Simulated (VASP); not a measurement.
# Mg2CdS3 (P-3m1) in VASP: single point with PBE

Aim: the single point of Mg2CdS3 with PBE.

Program: VASP 6.6.1. These are calculated values, not measurements. Logs are shortened: lines on timing, memory, paths and dates and some standing lists are left out, and cuts for length are marked.

## Step 1: The cell of the first run

Symmetry: P-3m1, No. 164, trigonal system. The conventional cell has a = 3.764 Å, b = 3.764 Å, c = 9.233 Å, α = 90.00°, β = 90.00°, γ = 120.00°. Within 3.5 Å of Mg (site symmetry 3m) lie 6 S at 2.63 to 2.64 Å. Cd (site symmetry -3m) has 6 S at 2.72 Å within 3.6 Å. Within 3.5 Å of S (site symmetry -3m) lie 6 Mg at 2.64 Å. Within 3.5 Å of S (site symmetry 3m) lie 3 Mg at 2.63 Å and 3 Cd at 2.72 Å.

## Step 2: Single point, PBE

File POSCAR:

```
Mg2CdS3
1.0
    3.7640498190      0.0000000000      0.0000000000
   -1.8820249095      3.2597627644      0.0000000000
    0.0000000000      0.0000000000      9.2328715362
Mg Cd S
2 1 3
Direct
    0.3333333333      0.6666666667      0.6620651728
    0.6666666667      0.3333333333      0.3379348272
    0.0000000000      0.0000000000      0.0000000000
    0.0000000000      0.0000000000      0.5000000000
    0.3333333333      0.6666666667      0.1779025314
    0.6666666667      0.3333333333      0.8220974686
```

File INCAR.step1:

```
PREC = Accurate ; ENCUT = 520
EDIFF = 1E-6 ; ISMEAR = 0
SIGMA = 0.02 ; LREAL = False
LASPH = True ; NELM = 100
ALGO = Normal ; ISIF = 2
LWAVE = False ; LCHARG = True
GGA = PE ; NBANDS = 26
```

File KPOINTS.step1:

```
regular mesh
0
Gamma
  12 12 4
```

File INCAR.step2:

```
PREC = Accurate ; ENCUT = 520
EDIFF = 1E-6 ; ISMEAR = -5
SIGMA = 0.02 ; LREAL = False
LASPH = True ; NELM = 100
ALGO = Normal ; ISIF = 2
LWAVE = False ; LCHARG = False
GGA = PE ; LORBIT = 11
NBANDS = 26 ; NEDOS = 1001
ICHARG = 11
```

File KPOINTS.step2:

```
regular mesh
0
Gamma
  18 18 6
```

Potentials or basis: VASP PAW PBE potentials, release 64 (Mg, Cd, S).

Command:

```console
cat potpaw_PBE.64/Mg/POTCAR potpaw_PBE.64/Cd/POTCAR potpaw_PBE.64/S/POTCAR > POTCAR
cp INCAR.step1 INCAR
cp KPOINTS.step1 KPOINTS
mpirun -np 1 vasp_std > vasp.out
cp INCAR.step2 INCAR
cp KPOINTS.step2 KPOINTS
mpirun -np 1 vasp_std > vasp.out
```

OUTCAR:

```text
PREC = Accurate
   ENCUT = 520
   EDIFF = 1E-6
   ISMEAR = -5
   LREAL = False
   LASPH = True
   NELM = 100
   ISIF = 2
   GGA = PE
   LORBIT = 11
   ICHARG = 11

 ion  position               nearest neighbor table
   1  0.333  0.667  0.662-   6 2.63   6 2.63   6 2.63   4 2.64   4 2.64   4 2.64
   2  0.667  0.333  0.338-   5 2.63   5 2.63   5 2.63   4 2.64   4 2.64   4 2.64
   3  0.000  0.000  0.000-   5 2.72   6 2.72   6 2.72   5 2.72   6 2.72   5 2.72
   4  0.000  0.000  0.500-   1 2.64   2 2.64   2 2.64   1 2.64   2 2.64   1 2.64
   5  0.333  0.667  0.178-   2 2.63   2 2.63   2 2.63   3 2.72   3 2.72   3 2.72
   6  0.667  0.333  0.822-   1 2.63   1 2.63   1 2.63   3 2.72   3 2.72   3 2.72

  LATTYP: Found a hexagonal cell.
 ALAT       =     3.7640498190
 C/A-ratio  =     2.4529089625

  Lattice vectors:

 A1 = (   3.7640498190,   0.0000000000,   0.0000000000)
 A2 = (  -1.8820249095,   3.2597627644,   0.0000000000)
 A3 = (   0.0000000000,   0.0000000000,   9.2328715362)

Analysis of symmetry for initial positions (statically):
=====================================================================
 Subroutine PRICEL returns:
 Original cell was already a primitive cell.

 Routine SETGRP: Setting up the symmetry group for a
 hexagonal supercell.

 Subroutine GETGRP returns: Found 12 space group operations
 (whereof 12 operations were pure point group operations)
 out of a pool of 24 trial point group operations.

The static configuration has the point symmetry D_3d.

Analysis of symmetry for dynamics (positions and initial velocities):
=====================================================================
 Subroutine PRICEL returns:
 Original cell was already a primitive cell.

 Routine SETGRP: Setting up the symmetry group for a
 hexagonal supercell.

 Subroutine GETGRP returns: Found 12 space group operations
 (whereof 12 operations were pure point group operations)
 out of a pool of 24 trial point group operations.

The dynamic configuration has the point symmetry D_3d.

 Subroutine INISYM returns: Found 12 space group operations
 (whereof 12 operations are pure point group operations),
 and found     1 'primitive' translations

----------------------------------------------------------------------------------------

                                     Primitive cell

  volume of cell :     113.2865

  direct lattice vectors                    reciprocal lattice vectors
     3.764049819  0.000000000  0.000000000     0.265671298  0.153385395  0.000000000
    -1.882024909  3.259762764  0.000000000     0.000000000  0.306770790  0.000000000
     0.000000000  0.000000000  9.232871536     0.000000000  0.000000000  0.108308666

  length of vectors
     3.764049819  3.764049819  9.232871536     0.306770790  0.306770790  0.108308666

  position of ions in fractional coordinates (direct lattice)
     0.333333333  0.666666667  0.662065173
     0.666666667  0.333333333  0.337934827
     0.000000000  0.000000000  0.000000000
     0.000000000  0.000000000  0.500000000
     0.333333333  0.666666667  0.177902531
     0.666666667  0.333333333  0.822097469

  ion indices of the primitive-cell ions
   primitive index   ion index
                 1           1
                 2           2
                 3           3
                 4           4
                 5           5
                 6           6

----------------------------------------------------------------------------------------

 KPOINTS: regular mesh

Automatic generation of k-mesh.
 Grid dimensions read from file:
 generate k-points for:   18   18    6

 Generating k-lattice:

  Cartesian coordinates                     Fractional coordinates (reciprocal lattice)
     0.014759517  0.008521411  0.000000000     0.055555556 -0.000000000  0.000000000
     0.000000000  0.017042822  0.000000000     0.000000000  0.055555556  0.000000000
     0.000000000  0.000000000  0.018051444     0.000000000  0.000000000  0.166666667

  Length of vectors
     0.017042822  0.017042822  0.018051444

  Shift w.r.t. Gamma in fractional coordinates (k-lattice)
     0.000000000  0.000000000  0.000000000

 TETIRR: Found   2825 inequivalent tetrahedra from    11664

 Subroutine IBZKPT returns following result:
 ===========================================

 Found    202 irreducible k-points:

 Following reciprocal coordinates:
            Coordinates               Weight
  0.000000  0.000000  0.000000      1.000000
  0.055556  0.000000  0.000000      6.000000
  0.111111  0.000000  0.000000      6.000000
  0.166667  0.000000  0.000000      6.000000
  0.222222 -0.000000  0.000000      6.000000
  0.277778  0.000000  0.000000      6.000000
[... 16 lines left out ...]
  0.333333  0.111111  0.000000     12.000000
  0.388889  0.111111  0.000000     12.000000
 [... further k-points ...]
   k-points           NKPTS =    202   k-points in BZ     NKDIM =    202   number of bands    NBANDS=     26
   number of dos      NEDOS =   1001   number of ions     NIONS =      6
   total plane-waves  NPLWV =  54880
   dimension x,y,z NGX =    28 NGY =   28 NGZ =   70
   dimension x,y,z NGXF=    56 NGYF=   56 NGZF=  140
   ions per type =               2   1   3
   NGX,Y,Z   is equivalent  to a cutoff of  12.37, 12.37, 12.60 a.u.
   NGXF,Y,Z  is equivalent  to a cutoff of  24.73, 24.73, 25.21 a.u.
 SYSTEM =  unknown system
   PREC   = accura    normal or accurate (medium, high low for compatibility)
   ISTART =      0    job   : 0-new  1-cont  2-samecut
   ICHARG =     11    charge: 1-file 2-atom 10-const
   ISPIN  =      1    spin polarized calculation?
   LNONCOLLINEAR =      F non collinear calculations
   LSORBIT =      F    spin-orbit coupling
   LASPH  =      T    aspherical Exc in radial PAW
   ENCUT  =  520.0 eV  38.22 Ry    6.18 a.u.   7.00  7.00 17.17*2*pi/ulx,y,z
   NELM   =    100;   NELMIN=  2; NELMDL=  0     # of ELM steps
   EDIFF  = 0.1E-05   stopping-criterion for ELM
   LREAL  =      F    real-space projection
   EDIFFG = 0.1E-04   stopping-criterion for IOM
   NSW    =      0    number of steps for IOM
   IBRION =     -1    ionic relax: 0-MD 1-quasi-New 2-CG
   NFREE  =      0    steps in history (QN), initial steepest desc. (CG)
   ISIF   =      2    stress and relaxation
   ISYM   =      2    0-nonsym 1-usesym 2-fastsym
   POTIM  = 0.5000    time-step for ionic-motion
   TEBEG  =    0.0;   TEEND  =   0.0 temperature during run
   PSTRESS=    0.0 pullay stress
   NELECT =      34.0000    total number of electrons
   NUPDOWN=      -1.0000    fix difference up-down
   EMIN   =  10.00;   EMAX   =-10.00  energy-range for DOS
   EFERMI =   0.00;   METHOD = LEGACY
   ISMEAR =    -5;   SIGMA  =   0.02  broadening in eV -4-tet -1-fermi 0-gaus
   EFERMI_NEDOS =   21; number of points for ismear=-14 and -15
   IALGO  =     38    algorithm
   IMIX   =      4    mixing-type and parameters
     AMIX     =   0.40;   BMIX     =  1.00
     AMIX_MAG =   1.60;   BMIX_MAG =  1.00
  volume/ion in A,a.u.               =      18.88       127.42
  Fermi-wavevector in a.u.,A,eV,Ry     =   1.096079  2.071288 16.345884  1.201389
  Thomas-Fermi vector in A             =   2.232414
   LORBIT       =     11    0 simple, 1 ext, 2 COOP (PROOUT), +10 PAW based schemes
   GGA     = PE    functional components
   LHFCALC =     F    Hartree Fock is set to
   AEXX    =    0.0000 exact exchange contribution
   IVDW    =     0    specifies the selected vdW correction
   LEPSILON=     F    determine dielectric tensor
   LRPA    =     F    only Hartree local field effects (RPA)
 non-spin polarized calculation
 Fermi weights with tetrahedron method with Bloechl corrections
  energy-cutoff  :      520.00
  volume of cell :      113.29
 maximum number of plane-waves:      3086

 number of electron      34.0000011 magnetization

 Free energy of the ion-electron system (eV)
  ---------------------------------------------------
  ext. energy  EPLUGINS =         0.00000000
  ---------------------------------------------------
  free energy    TOTEN  =       -22.78402659 eV

  energy without entropy =      -22.78402659  energy(sigma->0) =      -22.78402659

 E-fermi :   3.2971     XC(G=0):  -9.8764

 val. band max:        3.2924586435   @ k =   0.0000   0.0000   0.5000
 cond. band min:       4.9748689868   @ k =   0.5000   0.0000   0.0000
 fundamental gap:      1.6824103433
 Fermi energy:         3.2970658085

 k-point     1 :       0.0000    0.0000    0.0000
  band No.  band energies     occupation
      1      -9.3290      2.00000
      2      -8.5463      2.00000
      3      -8.4299      2.00000
      4      -4.2891      2.00000
      5      -4.2891      2.00000
      6      -4.2424      2.00000
[... 18 lines left out ...]
     25      10.8038      0.00000
     26      11.5392      0.00000

 k-point     2 :       0.0556    0.0000    0.0000
  band No.  band energies     occupation
      1      -9.3038      2.00000
      2      -8.5345      2.00000
      3      -8.4123      2.00000
      4      -4.2880      2.00000
      5      -4.2831      2.00000
      6      -4.2345      2.00000
[... 18 lines left out ...]
     25      10.9923      0.00000
     26      11.3598      0.00000

 k-point     3 :       0.1111    0.0000    0.0000
  band No.  band energies     occupation
      1      -9.2294      2.00000
      2      -8.5001      2.00000
      3      -8.3612      2.00000
      4      -4.2854      2.00000
      5      -4.2668      2.00000
      6      -4.2101      2.00000
[... 18 lines left out ...]
     25      10.9703      0.00000
     26      11.0626      0.00000

 k-point     4 :       0.1667    0.0000    0.0000
  band No.  band energies     occupation
      1      -9.1100      2.00000
      2      -8.4468      2.00000
      3      -8.2817      2.00000
      4      -4.2805      2.00000
      5      -4.2456      2.00000
      6      -4.1705      2.00000
[... 18 lines left out ...]
     25      10.8583      0.00000
     26      11.4911      0.00000

 k-point     5 :       0.2222   -0.0000    0.0000
  band No.  band energies     occupation
      1      -8.9528      2.00000
      2      -8.3803      2.00000
      3      -8.1828      2.00000
      4      -4.2724      2.00000
      5      -4.2277      2.00000
      6      -4.1207      2.00000
[... 18 lines left out ...]
     25      10.7108      0.00000
     26      11.1918      0.00000

 k-point     6 :       0.2778    0.0000    0.0000
  band No.  band energies     occupation
      1      -8.7693      2.00000
      2      -8.3073      2.00000
      3      -8.0775      2.00000
      4      -4.2644      2.00000
      5      -4.2192      2.00000
      6      -4.0872      2.00000
[... 427 lines left out ...]
 k-point    21 :       0.2222    0.1111    0.0000
  band No.  band energies     occupation
      1      -8.7107      2.00000
      2      -8.2845      2.00000
      3      -8.0460      2.00000
      4      -4.2405      2.00000
      5      -4.2226      2.00000
      6      -4.0848      2.00000
[... 18 lines left out ...]
     25      10.7534      0.00000
     26      11.0764      0.00000

 k-point    22 :       0.2778    0.1111    0.0000
  band No.  band energies     occupation
      1      -8.5251      2.00000
      2      -8.2157      2.00000
      3      -7.9582      2.00000
      4      -4.2344      2.00000
      5      -4.2244      2.00000
      6      -4.0703      2.00000
[... 18 lines left out ...]
     25      11.0511      0.00000
     26      11.2223      0.00000

 k-point    23 :       0.3333    0.1111    0.0000
  band No.  band energies     occupation
      1      -8.3581      2.00000
      2      -8.1491      2.00000
      3      -7.8980      2.00000
      4      -4.2401      2.00000
      5      -4.2227      2.00000
      6      -4.0714      2.00000
[... 18 lines left out ...]
     25      11.2031      0.00000
     26      11.5642      0.00000

 k-point    24 :       0.3889    0.1111    0.0000
  band No.  band energies     occupation
      1      -8.2480      2.00000
      2      -8.0812      2.00000
      3      -7.8761      2.00000
      4      -4.2510      2.00000
      5      -4.2166      2.00000
      6      -4.0778      2.00000
[... 18 lines left out ...]
     25      11.1757      0.00000
     26      11.8752      0.00000

 [... further k-points ...]

------------------------ aborting loop because EDIFF is reached ----------------------------------------

  FORCE on cell =-STRESS in cart. coord.  units (eV):
  Direction    XX          YY          ZZ          XY          YZ          ZX
  --------------------------------------------------------------------------------------
  -------------------------------------------------------------------------------------
  Total       -0.0295893     -0.0295893     -0.0162051     -0.0000000     -0.0000000      0.0000000
  in kB       -0.4184722     -0.4184722     -0.2291844     -0.0000000     -0.0000000      0.0000000
  external PRESSURE =      -0.3553763 kB  Pullay stress =       0.0000000 kB

 VOLUME and BASIS-vectors are now :
 -----------------------------------------------------------------------------
  energy-cutoff  :      520.00
  volume of cell :      113.29
      direct lattice vectors                 reciprocal lattice vectors
     3.764049819  0.000000000  0.000000000     0.265671298  0.153385395  0.000000000
    -1.882024909  3.259762764  0.000000000     0.000000000  0.306770790  0.000000000
     0.000000000  0.000000000  9.232871536     0.000000000  0.000000000  0.108308666

 POSITION                                       TOTAL-FORCE (eV/Angst)
 -----------------------------------------------------------------------------------
     -0.00000      2.17318      6.11276         0.000000     -0.000000     -0.002389
      1.88202      1.08659      3.12011         0.000000      0.000000      0.002389
      0.00000      0.00000      0.00000         0.000000      0.000000      0.000000
      0.00000      0.00000      4.61644         0.000000      0.000000      0.000000
     -0.00000      2.17318      1.64255        -0.000000     -0.000000      0.050478
      1.88202      1.08659      7.59032        -0.000000      0.000000     -0.050478
 -----------------------------------------------------------------------------------
    total drift:                                0.000000      0.000000     -0.000000

  FREE ENERGIE OF THE ION-ELECTRON SYSTEM (eV)
  ---------------------------------------------------
  free  energy   TOTEN  =       -22.7840265932 eV

  energy  without entropy=      -22.7840265932  energy(sigma->0) =      -22.78402659

 total charge

# of ion       s       p       d       tot
------------------------------------------
    1        0.136   0.120   0.036   0.291
    2        0.136   0.120   0.036   0.291
    3        0.366   0.254   9.592  10.212
    4        1.315   2.480   0.000   3.795
    5        1.326   2.436   0.000   3.762
    6        1.326   2.436   0.000   3.762
--------------------------------------------------
tot          4.604   7.846   9.664  22.114
```

It took 3.7 min on 1 thread of Intel Xeon 6975P-C (Granite Rapids), shared host; peak memory 0.63 GiB.

Results:

```yaml
Valence_electrons_inside_the_program's_atomic_spheres: Mg 0.29; Cd 10.21; S 3.79, 3.76 (each value once)
```
